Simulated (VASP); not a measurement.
# SbPt (P6_3/mmc) in VASP: single point with PBEsol

Aim: the single point of SbPt with PBEsol.

All numbers are computed with VASP 6.6.1; they aren't measurements. Logs are shortened: lines on timing, memory, paths and dates and some standing lists are left out, and cuts for length are marked.

**1. The cell of the first run**

The structure is hexagonal, space group P6_3/mmc (No. 194). The conventional cell has a = 3.818 Å, b = 3.818 Å, c = 19.598 Å, α = 90.00°, β = 90.00°, γ = 120.00°. Pt (site symmetry -6m2) has 6 Sb at 2.77 Å and 12 Pt at 3.82 to 3.94 Å within 4.0 Å. Pt (site symmetry 3m) has 6 Sb at 2.72 to 2.74 Å within 3.6 Å. Sb (site symmetry 3m) has 6 Pt at 2.72 to 2.77 Å and 1 Sb at 3.35 Å within 3.6 Å. Sb (site symmetry -3m) has 6 Pt at 2.74 Å within 3.6 Å.

**2. Single point, PBEsol**

File INCAR:

```
PREC     = Accurate       # precision mode
ENCUT    = 520            # plane-wave cutoff, eV
EDIFF    = 1E-7           # SCF threshold, eV
ISMEAR   = 0              # smearing method
SIGMA    = 0.1            # smearing width, eV
LREAL    = False          # projectors in reciprocal space
LASPH    = True           # aspherical terms in the spheres
NELM     = 80             # most SCF steps
ALGO     = Normal         # electronic algorithm
ISIF     = 2              # what is computed and relaxed
LWAVE    = False          # write WAVECAR
LCHARG   = True           # write CHGCAR
GGA      = PS             # functional
LELF     = True           # ELF
LVHAR    = True         
NBANDS   = 57             # bands
```

File KPOINTS:

```
Automatic mesh
0
Gamma
  12 12 2
```

File POSCAR:

```
SbPt
1.0
    3.8178506586      0.0000000000      0.0000000000
   -1.9089253293      3.3063556582      0.0000000000
    0.0000000000      0.0000000000     19.5976462703
Pt Sb
6 6
Direct
    0.0000000000      0.0000000000      0.0000000000
    0.3333333333      0.6666666667      0.1667989440
    0.6666666667      0.3333333333      0.3332010560
    0.0000000000      0.0000000000      0.5000000000
    0.6666666667      0.3333333333      0.6667989440
    0.3333333333      0.6666666667      0.8332010560
    0.6666666667      0.3333333333      0.0855386150
    0.0000000000      0.0000000000      0.2500000000
    0.3333333333      0.6666666667      0.4144613850
    0.3333333333      0.6666666667      0.5855386150
    0.0000000000      0.0000000000      0.7500000000
    0.6666666667      0.3333333333      0.9144613850
```

Potentials or basis: VASP PAW PBE potentials, release 64 (Pt, Sb).

Run with:

```
> cat potpaw_PBE.64/Pt/POTCAR potpaw_PBE.64/Sb/POTCAR > POTCAR
> mpirun -np 1 vasp_std > vasp.out
```

OUTCAR:

```text
PREC = Accurate
   ENCUT = 520
   EDIFF = 1E-7
   ISMEAR = 0
   LREAL = False
   LASPH = True
   NELM = 80
   ISIF = 2
   GGA = PS

 ion  position               nearest neighbor table
   1  0.000  0.000  0.000-   7 2.77  12 2.77   7 2.77  12 2.77   7 2.77  12 2.77
   2  0.333  0.667  0.167-   7 2.72   7 2.72   7 2.72   8 2.74   8 2.74   8 2.74
   3  0.667  0.333  0.333-   9 2.72   9 2.72   9 2.72   8 2.74   8 2.74   8 2.74
   4  0.000  0.000  0.500-   9 2.77  10 2.77   9 2.77  10 2.77   9 2.77  10 2.77
   5  0.667  0.333  0.667-  10 2.72  10 2.72  10 2.72  11 2.74  11 2.74  11 2.74
   6  0.333  0.667  0.833-  12 2.72  12 2.72  12 2.72  11 2.74  11 2.74  11 2.74
   7  0.667  0.333  0.086-   2 2.72   2 2.72   2 2.72   1 2.77   1 2.77   1 2.77  12 3.35
   8  0.000  0.000  0.250-   2 2.74   3 2.74   2 2.74   3 2.74   3 2.74   2 2.74
   9  0.333  0.667  0.414-   3 2.72   3 2.72   3 2.72   4 2.77   4 2.77   4 2.77  10 3.35
  10  0.333  0.667  0.586-   5 2.72   5 2.72   5 2.72   4 2.77   4 2.77   4 2.77   9 3.35
  11  0.000  0.000  0.750-   5 2.74   6 2.74   6 2.74   5 2.74   5 2.74   6 2.74
  12  0.667  0.333  0.914-   6 2.72   6 2.72   6 2.72   1 2.77   1 2.77   1 2.77   7 3.35

  LATTYP: Found a hexagonal cell.
 ALAT       =     3.8178506586
 C/A-ratio  =     5.1331620911

  Lattice vectors:

 A1 = (   3.8178506586,   0.0000000000,   0.0000000000)
 A2 = (  -1.9089253293,   3.3063556582,   0.0000000000)
 A3 = (   0.0000000000,   0.0000000000,  19.5976462703)

Analysis of symmetry for initial positions (statically):
=====================================================================
 Subroutine PRICEL returns:
 Original cell was already a primitive cell.

 Routine SETGRP: Setting up the symmetry group for a
 hexagonal supercell.

 Subroutine GETGRP returns: Found 24 space group operations
 (whereof 12 operations were pure point group operations)
 out of a pool of 24 trial point group operations.

The static configuration has the point symmetry D_3h.
 The point group associated with its full space group is D_6h.

Analysis of symmetry for dynamics (positions and initial velocities):
=====================================================================
 Subroutine PRICEL returns:
 Original cell was already a primitive cell.

 Routine SETGRP: Setting up the symmetry group for a
 hexagonal supercell.

[... 134 lines left out ...]
   TEBEG  =    0.0;   TEEND  =   0.0 temperature during run
   PSTRESS=    0.0 pullay stress
   NELECT =      90.0000    total number of electrons
   NUPDOWN=      -1.0000    fix difference up-down
   EMIN   =  10.00;   EMAX   =-10.00  energy-range for DOS
   EFERMI =   0.00;   METHOD = LEGACY
   ISMEAR =     0;   SIGMA  =   0.10  broadening in eV -4-tet -1-fermi 0-gaus
   EFERMI_NEDOS =   21; number of points for ismear=-14 and -15
   IALGO  =     38    algorithm
   IMIX   =      4    mixing-type and parameters
     AMIX     =   0.40;   BMIX     =  1.00
     AMIX_MAG =   1.60;   BMIX_MAG =  1.00
  volume/ion in A,a.u.               =      20.62       139.12
  Fermi-wavevector in a.u.,A,eV,Ry     =   1.168687  2.208498 18.583234  1.365829
  Thomas-Fermi vector in A             =   2.305170
   LORBIT       =      0    0 simple, 1 ext, 2 COOP (PROOUT), +10 PAW based schemes
   GGA     = PS    functional components
   LHFCALC =     F    Hartree Fock is set to
   AEXX    =    0.0000 exact exchange contribution
   IVDW    =     0    specifies the selected vdW correction
   LEPSILON=     F    determine dielectric tensor
   LRPA    =     F    only Hartree local field effects (RPA)
 non-spin polarized calculation
 Gauss-broadening in eV      SIGMA  =   0.10
  energy-cutoff  :      520.00
  volume of cell :      247.38
 maximum number of plane-waves:      6723
   NGX = 15   NGY = 15   NGZ = 73

 number of electron      90.0000004 magnetization

 Free energy of the ion-electron system (eV)
  ---------------------------------------------------
  ext. energy  EPLUGINS =         0.00000000
  ---------------------------------------------------
  free energy    TOTEN  =       -71.87146112 eV

  energy without entropy =      -71.84358372  energy(sigma->0) =      -71.85752242

 E-fermi :   9.4202     XC(G=0): -11.5457

 val. band max:        9.4120581310   @ k =   0.3333   0.3333   0.0000
 cond. band min:       9.4223093745   @ k =   0.2500  -0.0000   0.5000
 fundamental gap:      0.0102512435
 Fermi energy:         9.4202035938

 k-point     1 :       0.0000    0.0000    0.0000
  band No.  band energies     occupation
      1      -3.1335      2.00000
      2      -2.7371      2.00000
      3      -2.7101      2.00000
      4      -1.6086      2.00000
      5      -1.5367      2.00000
      6      -0.4690      2.00000
[... 1429 lines left out ...]
     56      13.1779      0.00000
     57      13.5456      0.00000

 [... further k-points ...]

------------------------ aborting loop because EDIFF is reached ----------------------------------------

  FORCE on cell =-STRESS in cart. coord.  units (eV):
  Direction    XX          YY          ZZ          XY          YZ          ZX
  --------------------------------------------------------------------------------------
  -------------------------------------------------------------------------------------
  Total       -0.2757508     -0.2757508     -0.2974322      0.0000000     -0.0000000     -0.0000000
  in kB       -1.7858912     -1.7858912     -1.9263098      0.0000000     -0.0000000     -0.0000000
  external PRESSURE =      -1.8326974 kB  Pullay stress =       0.0000000 kB

 VOLUME and BASIS-vectors are now :
 -----------------------------------------------------------------------------
  energy-cutoff  :      520.00
  volume of cell :      247.38
      direct lattice vectors                 reciprocal lattice vectors
     3.817850659  0.000000000  0.000000000     0.261927479  0.151223901  0.000000000
    -1.908925329  3.306355658  0.000000000     0.000000000  0.302447802  0.000000000
     0.000000000  0.000000000 19.597646270     0.000000000  0.000000000  0.051026536

 POSITION                                       TOTAL-FORCE (eV/Angst)
 -----------------------------------------------------------------------------------
      0.00000      0.00000      0.00000         0.000000      0.000000      0.000000
     -0.00000      2.20424      3.26887        -0.000000      0.000000      0.000559
      1.90893      1.10212      6.52996        -0.000000     -0.000000     -0.000559
      0.00000      0.00000      9.79882        -0.000000      0.000000      0.000000
      1.90893      1.10212     13.06769        -0.000000     -0.000000      0.000559
     -0.00000      2.20424     16.32878         0.000000      0.000000     -0.000559
      1.90893      1.10212      1.67636         0.000000      0.000000      0.005015
      0.00000      0.00000      4.89941         0.000000     -0.000000     -0.000000
     -0.00000      2.20424      8.12247         0.000000      0.000000     -0.005015
     -0.00000      2.20424     11.47518         0.000000     -0.000000      0.005015
      0.00000      0.00000     14.69823        -0.000000     -0.000000     -0.000000
      1.90893      1.10212     17.92129         0.000000      0.000000     -0.005015
 -----------------------------------------------------------------------------------
    total drift:                                0.000000      0.000000      0.000000

  FREE ENERGIE OF THE ION-ELECTRON SYSTEM (eV)
  ---------------------------------------------------
  free  energy   TOTEN  =       -71.8714611172 eV

  energy  without entropy=      -71.8435837205  energy(sigma->0) =      -71.85752242
```

OSZICAR:

```text
N       E                     dE             d eps       ncg     rms          rms(c)
DAV:   1     0.565595395251E+03    0.56560E+03   -0.37813E+04  4332   0.140E+03
DAV:   2    -0.381106159836E+02   -0.60371E+03   -0.57586E+03  4937   0.269E+02
DAV:   3    -0.725984490996E+02   -0.34488E+02   -0.32683E+02  5176   0.642E+01
DAV:   4    -0.734010506269E+02   -0.80260E+00   -0.79736E+00  4823   0.103E+01
DAV:   5    -0.734213020071E+02   -0.20251E-01   -0.20234E-01  5107   0.164E+00    0.188E+01
DAV:   6    -0.721767289394E+02    0.12446E+01   -0.63886E+00  4748   0.118E+01    0.873E+00
DAV:   7    -0.720093391119E+02    0.16739E+00   -0.12338E+00  4845   0.689E+00    0.496E+00
DAV:   8    -0.719199102832E+02    0.89429E-01   -0.70964E-01  4904   0.635E+00    0.170E+00
DAV:   9    -0.718711630562E+02    0.48747E-01   -0.14908E-01  4956   0.310E+00    0.307E-01
DAV:  10    -0.718721729381E+02   -0.10099E-02   -0.18104E-02  4839   0.518E-01    0.270E-01
DAV:  11    -0.718715582658E+02    0.61467E-03   -0.25628E-03  4713   0.307E-01    0.921E-02
DAV:  12    -0.718714786376E+02    0.79628E-04   -0.44627E-04  4799   0.107E-01    0.416E-02
DAV:  13    -0.718714628344E+02    0.15803E-04   -0.76029E-05  4868   0.475E-02    0.203E-02
DAV:  14    -0.718714624556E+02    0.37884E-06   -0.10682E-05  4796   0.139E-02    0.713E-03
DAV:  15    -0.718714612022E+02    0.12534E-05   -0.11317E-06  4870   0.571E-03    0.244E-03
DAV:  16    -0.718714610642E+02    0.13798E-06   -0.15539E-07  2533   0.172E-03    0.933E-04
DAV:  17    -0.718714611172E+02   -0.52990E-07   -0.30549E-08  2375   0.828E-04
   1 F= -.71871461E+02 E0= -.71857522E+02  d E =-.278774E-01
```

It took 23 min on 1 thread of Intel Xeon 8259CL, shared host; peak memory 0.58 GiB.

Results:

```yaml
Free_energy: -71.8715 eV
Pressure: -0.2 GPa
Largest_force: 0.005 eV/Å
Band_gap_on_the_k_mesh: zero (bands 45 and 46 overlap by 2.72 eV)
```

Forces in eV/Å, atoms in the order of the input:
```
Pt   0.000  0.000  0.000
Pt   0.000  0.000  0.001
Pt   0.000  0.000 -0.001
Pt   0.000  0.000  0.000
Pt   0.000  0.000  0.001
Pt   0.000  0.000 -0.001
Sb   0.000  0.000  0.005
Sb   0.000  0.000  0.000
Sb   0.000  0.000 -0.005
Sb   0.000  0.000  0.005
Sb   0.000  0.000  0.000
Sb   0.000  0.000 -0.005
```

Levels at points of the mesh, in eV from the Fermi level:
```csv
k point,band 42,band 43,band 44,band 45,band 46,band 47,band 48,band 49,band 50,band 51
"(0.00, 0.00, 0.00)",1.05,1.85,1.85,1.92,1.92,2.93,2.93,3.06,3.06,3.97
"(0.50, 0.00, 0.00)",-1.85,-1.34,-1.19,-0.90,-0.05,0.01,0.21,0.63,1.18,1.24
"(0.00, 0.00, 0.50)",0.40,1.89,1.89,1.89,1.89,2.99,2.99,2.99,2.99,4.21
"(0.50, 0.00, 0.50)",-1.87,-0.90,-0.90,-0.80,-0.80,-0.06,-0.06,1.16,1.16,1.77
```

Caveat: the PAW data sets were made with another functional, which shifts forces and pressure a little; spin-orbit coupling is left out, which moves the levels of the heavy elements.
